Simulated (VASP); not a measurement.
# Mg (P6_3/mmc) in VASP: further runs

The runs below take Mg through single point, relaxation of cell and atoms, with LDA.

Everything below comes from runs of VASP 6.6.1. Logs are shortened: lines on timing, memory, paths and dates and some standing lists are left out, and cuts for length are marked.

## 1. The cell of the first run

It takes space group P6_3/mmc (No. 194, hexagonal). The conventional cell has a = 3.130 Å, b = 3.130 Å, c = 5.107 Å, α = 90.00°, β = 90.00°, γ = 120.00°. Mg (site symmetry -6m2) has 12 Mg at 3.13 Å within 4.1 Å.

## 2. Single point, LDA

Input file INCAR:

```
SYSTEM = Mg
PREC = Accurate ; ENCUT = 520
EDIFF = 1E-6 ; ISMEAR = 1
SIGMA = 0.05 ; LREAL = .FALSE.
LASPH = .TRUE. ; NELM = 100
ALGO = Normal ; ISIF = 2
LWAVE = .FALSE. ; LCHARG = .FALSE.
GGA = CA ; NBANDS = 9
```

Input file KPOINTS:

```
regular mesh
0
G
  8 8 5
  0 0 0
```

Input file POSCAR:

```
Mg
1.0
    3.1298691637      0.0000000000      0.0000000000
   -1.5649345818      2.7105462063      0.0000000000
    0.0000000000      0.0000000000      5.1070535762
Mg
2
Direct
    0.3333333333      0.6666666667      0.2500000000
    0.6666666667      0.3333333333      0.7500000000
```

Potentials or basis: VASP PAW LDA potentials, release 64 (Mg).

The run is started by

```
cat potpaw_LDA.64/Mg/POTCAR > POTCAR
mpirun -np 1 vasp_std > vasp.out
```

OUTCAR:

```text
SYSTEM = Mg
   PREC = Accurate
   ENCUT = 520
   EDIFF = 1E-6
   ISMEAR = 1
   LREAL = .FALSE.
   LASPH = .TRUE.
   NELM = 100
   ISIF = 2
   GGA = CA

 ion  position               nearest neighbor table
   1  0.333  0.667  0.250-   2 3.13   2 3.13   2 3.13   2 3.13   2 3.13   2 3.13
   2  0.667  0.333  0.750-   1 3.13   1 3.13   1 3.13   1 3.13   1 3.13   1 3.13

  LATTYP: Found a hexagonal cell.
 ALAT       =     3.1298691637
 C/A-ratio  =     1.6317147168

  Lattice vectors:

 A1 = (   3.1298691637,   0.0000000000,   0.0000000000)
 A2 = (  -1.5649345818,   2.7105462063,   0.0000000000)
 A3 = (   0.0000000000,   0.0000000000,   5.1070535762)

Analysis of symmetry for initial positions (statically):
=====================================================================
 Subroutine PRICEL returns:
 Original cell was already a primitive cell.

 Routine SETGRP: Setting up the symmetry group for a
 hexagonal supercell.

 Subroutine GETGRP returns: Found 24 space group operations
 (whereof 12 operations were pure point group operations)
 out of a pool of 24 trial point group operations.

The static configuration has the point symmetry D_3d.
 The point group associated with its full space group is D_6h.

Analysis of symmetry for dynamics (positions and initial velocities):
=====================================================================
 Subroutine PRICEL returns:
 Original cell was already a primitive cell.

 Routine SETGRP: Setting up the symmetry group for a
 hexagonal supercell.

 Subroutine GETGRP returns: Found 24 space group operations
 (whereof 12 operations were pure point group operations)
 out of a pool of 24 trial point group operations.

The dynamic configuration has the point symmetry D_3d.
 The point group associated with its full space group is D_6h.

 Subroutine INISYM returns: Found 24 space group operations
 (whereof 12 operations are pure point group operations),
 and found     1 'primitive' translations

----------------------------------------------------------------------------------------

                                     Primitive cell

  volume of cell :      43.3265

  direct lattice vectors                    reciprocal lattice vectors
     3.129869164  0.000000000  0.000000000     0.319502173  0.184464666  0.000000000
    -1.564934582  2.710546206  0.000000000     0.000000000  0.368929332  0.000000000
     0.000000000  0.000000000  5.107053576     0.000000000  0.000000000  0.195807619

  length of vectors
     3.129869164  3.129869164  5.107053576     0.368929332  0.368929332  0.195807619

  position of ions in fractional coordinates (direct lattice)
     0.333333333  0.666666667  0.250000000
     0.666666667  0.333333333  0.750000000

  ion indices of the primitive-cell ions
   primitive index   ion index
                 1           1
                 2           2

----------------------------------------------------------------------------------------

 KPOINTS: regular mesh

Automatic generation of k-mesh.
 Grid dimensions read from file:
 generate k-points for:    8    8    5

 Generating k-lattice:

  Cartesian coordinates                     Fractional coordinates (reciprocal lattice)
     0.039937772  0.023058083  0.000000000     0.125000000  0.000000000  0.000000000
     0.000000000  0.046116166  0.000000000     0.000000000  0.125000000  0.000000000
     0.000000000  0.000000000  0.039161524     0.000000000  0.000000000  0.200000000

  Length of vectors
     0.046116166  0.046116166  0.039161524

  Shift w.r.t. Gamma in fractional coordinates (k-lattice)
     0.000000000  0.000000000  0.000000000

 Subroutine IBZKPT returns following result:
 ===========================================

 Found     30 irreducible k-points:

 Following reciprocal coordinates:
            Coordinates               Weight
  0.000000  0.000000  0.000000      1.000000
  0.125000  0.000000  0.000000      6.000000
  0.250000  0.000000  0.000000      6.000000
  0.375000  0.000000  0.000000      6.000000
  0.500000  0.000000  0.000000      3.000000
  0.125000  0.125000  0.000000      6.000000
[... 16 lines left out ...]
  0.250000  0.000000  0.400000     12.000000
  0.375000  0.000000  0.400000     12.000000
 [... further k-points ...]
   k-points           NKPTS =     30   k-points in BZ     NKDIM =     30   number of bands    NBANDS=      9
   number of dos      NEDOS =    301   number of ions     NIONS =      2
   total plane-waves  NPLWV =  23040
   dimension x,y,z NGX =    24 NGY =   24 NGZ =   40
   dimension x,y,z NGXF=    48 NGYF=   48 NGZF=   80
   ions per type =               2
   NGX,Y,Z   is equivalent  to a cutoff of  12.75, 12.75, 13.02 a.u.
   NGXF,Y,Z  is equivalent  to a cutoff of  25.50, 25.50, 26.04 a.u.
 SYSTEM =  Mg
   PREC   = accura    normal or accurate (medium, high low for compatibility)
   ISTART =      0    job   : 0-new  1-cont  2-samecut
   ICHARG =      2    charge: 1-file 2-atom 10-const
   ISPIN  =      1    spin polarized calculation?
   LNONCOLLINEAR =      F non collinear calculations
   LSORBIT =      F    spin-orbit coupling
   LASPH  =      T    aspherical Exc in radial PAW
   ENCUT  =  520.0 eV  38.22 Ry    6.18 a.u.   5.82  5.82  9.50*2*pi/ulx,y,z
   NELM   =    100;   NELMIN=  2; NELMDL= -5     # of ELM steps
   EDIFF  = 0.1E-05   stopping-criterion for ELM
   LREAL  =      F    real-space projection
   EDIFFG = 0.1E-04   stopping-criterion for IOM
   NSW    =      0    number of steps for IOM
   IBRION =     -1    ionic relax: 0-MD 1-quasi-New 2-CG
   NFREE  =      0    steps in history (QN), initial steepest desc. (CG)
   ISIF   =      2    stress and relaxation
   ISYM   =      2    0-nonsym 1-usesym 2-fastsym
   POTIM  = 0.5000    time-step for ionic-motion
   TEBEG  =    0.0;   TEEND  =   0.0 temperature during run
   PSTRESS=    0.0 pullay stress
   NELECT =       4.0000    total number of electrons
   NUPDOWN=      -1.0000    fix difference up-down
   EMIN   =  10.00;   EMAX   =-10.00  energy-range for DOS
   EFERMI =   0.00;   METHOD = LEGACY
   ISMEAR =     1;   SIGMA  =   0.05  broadening in eV -4-tet -1-fermi 0-gaus
   EFERMI_NEDOS =   21; number of points for ismear=-14 and -15
   IALGO  =     38    algorithm
   IMIX   =      4    mixing-type and parameters
     AMIX     =   0.40;   BMIX     =  1.00
     AMIX_MAG =   1.60;   BMIX_MAG =  1.00
  volume/ion in A,a.u.               =      21.66       146.19
  Fermi-wavevector in a.u.,A,eV,Ry     =   0.739907  1.398221  7.448674  0.547462
  Thomas-Fermi vector in A             =   1.834182
   LORBIT       =      0    0 simple, 1 ext, 2 COOP (PROOUT), +10 PAW based schemes
   GGA     = CA    functional components
   LHFCALC =     F    Hartree Fock is set to
   AEXX    =    0.0000 exact exchange contribution
   IVDW    =     0    specifies the selected vdW correction
   LEPSILON=     F    determine dielectric tensor
   LRPA    =     F    only Hartree local field effects (RPA)
 non-spin polarized calculation
 Methfessel and Paxton  Order N= 1 SIGMA  =   0.05
  energy-cutoff  :      520.00
  volume of cell :       43.33
 maximum number of plane-waves:      1184
 NGX is ok and might be reduce to    24
   NGX = 11   NGY = 11   NGZ = 19

 number of electron       4.0000000 magnetization

 Free energy of the ion-electron system (eV)
  ---------------------------------------------------
  ext. energy  EPLUGINS =         0.00000000
  ---------------------------------------------------
  free energy    TOTEN  =        -3.64666185 eV

  energy without entropy =       -3.64622443  energy(sigma->0) =       -3.64651604

 E-fermi :   2.7400     XC(G=0):  -8.8679

 val. band max:        2.7117447410   @ k =   0.5000   0.0000   0.4000
 cond. band min:       2.7432736883   @ k =   0.2500   0.2500   0.2000
 fundamental gap:      0.0315289472
 Fermi energy:         2.7399652792

 k-point     1 :       0.0000    0.0000    0.0000
  band No.  band energies     occupation
      1      -4.3948      2.00000
      2       1.0012      2.00000
      3       1.4598      2.00000
      4      14.0665      0.00000
      5      14.0665      0.00000
      6      14.2403      0.00000
      7      14.2403      0.00000
      8      14.8951      0.00000
      9      16.7484      0.00000

 k-point     2 :       0.1250    0.0000    0.0000
  band No.  band energies     occupation
      1      -4.0747      2.00000
      2       1.2916      2.00000
      3       1.7695      2.00000
      4      10.4376      0.00000
      5      12.3096      0.00000
      6      13.0673      0.00000
      7      15.2581      0.00000
      8      15.5912      0.00000
      9      16.2989      0.00000

 k-point     3 :       0.2500    0.0000    0.0000
  band No.  band energies     occupation
      1      -3.1215      2.00000
      2       2.1639      2.00000
      3       2.6611      2.04818
      4       6.7438      0.00000
      5      10.9928      0.00000
      6      11.0351      0.00000
      7      11.5465      0.00000
      8      13.3605      0.00000
      9      15.5295      0.00000

 k-point     4 :       0.3750    0.0000    0.0000
  band No.  band energies     occupation
      1      -1.5553      2.00000
      2       3.0737     -0.00000
      3       3.6209     -0.00000
      4       4.5791      0.00000
      5       8.3283      0.00000
      6       8.7006      0.00000
      7      10.2054      0.00000
      8      11.8613      0.00000
      9      14.6207      0.00000
[... 205 lines left out ...]
 k-point    22 :       0.1250    0.0000    0.4000
  band No.  band energies     occupation
      1      -3.1576      2.00000
      2      -2.0244      2.00000
      3       6.6448      0.00000
      4       9.6639      0.00000
      5      11.3056      0.00000
      6      12.1448      0.00000
      7      13.0600      0.00000
      8      13.9928      0.00000
      9      14.7694      0.00000

 k-point    23 :       0.2500    0.0000    0.4000
  band No.  band energies     occupation
      1      -2.2140      2.00000
      2      -1.0932      2.00000
      3       7.0242      0.00000
      4       7.8837      0.00000
      5       8.5298      0.00000
      6      10.5899      0.00000
      7      11.7544      0.00000
      8      12.7105      0.00000
      9      13.3029      0.00000

 k-point    24 :       0.3750    0.0000    0.4000
  band No.  band energies     occupation
      1      -0.6651      2.00000
      2       0.4298      2.00000
      3       4.2134      0.00000
      4       5.2627      0.00000
      5       8.9507      0.00000
      6      10.9655      0.00000
      7      11.1956      0.00000
      8      11.9190      0.00000
      9      12.6473      0.00000

 [... further k-points ...]

------------------------ aborting loop because EDIFF is reached ----------------------------------------

  FORCE on cell =-STRESS in cart. coord.  units (eV):
  Direction    XX          YY          ZZ          XY          YZ          ZX
  --------------------------------------------------------------------------------------
  -------------------------------------------------------------------------------------
  Total       -0.0826957     -0.0826957     -0.1058473     -0.0000000      0.0000000      0.0000000
  in kB       -3.0580196     -3.0580196     -3.9141443     -0.0000000      0.0000000      0.0000000
  external PRESSURE =      -3.3433945 kB  Pullay stress =       0.0000000 kB

 VOLUME and BASIS-vectors are now :
 -----------------------------------------------------------------------------
  energy-cutoff  :      520.00
  volume of cell :       43.33
      direct lattice vectors                 reciprocal lattice vectors
     3.129869164  0.000000000  0.000000000     0.319502173  0.184464666  0.000000000
    -1.564934582  2.710546206  0.000000000     0.000000000  0.368929332  0.000000000
     0.000000000  0.000000000  5.107053576     0.000000000  0.000000000  0.195807619

 POSITION                                       TOTAL-FORCE (eV/Angst)
 -----------------------------------------------------------------------------------
     -0.00000      1.80703      1.27676         0.000000      0.000000      0.000000
      1.56493      0.90352      3.83029        -0.000000      0.000000      0.000000
 -----------------------------------------------------------------------------------
    total drift:                               -0.000000      0.000000     -0.000000

  FREE ENERGIE OF THE ION-ELECTRON SYSTEM (eV)
  ---------------------------------------------------
  free  energy   TOTEN  =        -3.6466618498 eV

  energy  without entropy=       -3.6462244296  energy(sigma->0) =       -3.64651604
```

Wall time 11 s (1 thread of Intel Xeon 8259CL, shared host); peak memory 0.14 GiB.

What came out:

```yaml
Free_energy: -3.6467 eV
Pressure: -0.3 GPa
Band_gap_on_the_k_mesh: zero (band 2 reaches 3.81 eV, above the bottom of band 3 at 1.46 eV)
```

## 3. Relaxation of cell and atoms, LDA

This run uses another cell than the first one, of 23.24 Å³/atom, 1.073 times its volume.

Input file INCAR:

```
SYSTEM = Mg
PREC = Accurate
ENCUT = 600
EDIFF = 1E-7
ISMEAR = 1
SIGMA = 0.05
LREAL = .FALSE.
LASPH = .TRUE.
NELM = 60
ALGO = Normal
ISIF = 3
LWAVE = .FALSE.
LCHARG = .FALSE.
GGA = CA
IBRION = 2
NSW = 80
EDIFFG = -0.03
```

Input file KPOINTS:

```
Automatic mesh
0
G
  8 8 5
  0 0 0
```

Input file POSCAR:

```
Mg
1.0
    3.2093000000      0.0000000000      0.0000000000
   -1.6046500000      2.7793353300      0.0000000000
    0.0000000000      0.0000000000      5.2103000000
Mg
2
Direct
    0.3333333333      0.6666666667      0.2500000000
    0.6666666667      0.3333333333      0.7500000000
```

Potentials or basis: VASP PAW LDA potentials, release 64 (Mg).

The run is started by

```
cat potpaw_LDA.64/Mg/POTCAR > POTCAR
mpirun -np 1 vasp_std > vasp.out
```

Run time: 30 s. Hardware: 1 thread of Intel Xeon 8259CL, shared host; peak memory 0.16 GiB.

It converged, with:

```
Free energy                            : -3.6471 eV
Relaxed volume                         : 21.51 Å³/atom
Relaxed cell                           : a = 3.124 Å, b = 3.124 Å, c = 5.089 Å, α = 90.00°, β = 90.00°, γ = 120.00°
Space group after relaxing (to 0.05 Å) : P6_3/mmc (No. 194)
Energy gained by relaxing              : 16.1 meV/atom
Ionic steps                            : 3
Pressure after relaxing                : 0.0 GPa
Band gap on the k mesh                 : zero (band 2 reaches 3.85 eV, above the bottom of band 3 at 1.51 eV)
```

Stress tensor (GPa, compression positive):
```
-0.10  0.00  0.00
 0.00 -0.10  0.00
 0.00  0.00  0.05
```

The path:
| step | energy change (eV) | largest force (eV/Å) | pressure (GPa) | volume (Å³) |
| --- | --- | --- | --- | --- |
| 1 | 0.0000 | 0.0000 | -2.75 | 46.47 |
| 2 | -0.0299 | 0.0000 | -0.78 | 43.84 |
| 3 | -0.0321 | 0.0000 | -0.05 | 43.02 |

Final structure:
```
CELL_PARAMETERS angstrom
3.12417 0.00000 0.00000
-1.56209 2.70561 0.00000
0.00000 0.00000 5.08933
ATOMIC_POSITIONS crystal
Mg 0.33333 0.66667 0.25000
Mg 0.66667 0.33333 0.75000
```

Levels at points of the mesh, in eV from the Fermi level:
```csv
k point,band 1,band 2,band 3,band 4,band 5
"(0.00, 0.00, 0.00)",-7.17,-1.74,-1.26,11.35,11.35
"(0.50, 0.00, 0.00)",-2.19,-2.15,2.78,3.12,3.44
```

LDA usually gives volumes a few per cent too small. Zero-point motion and thermal expansion aren't in these numbers.
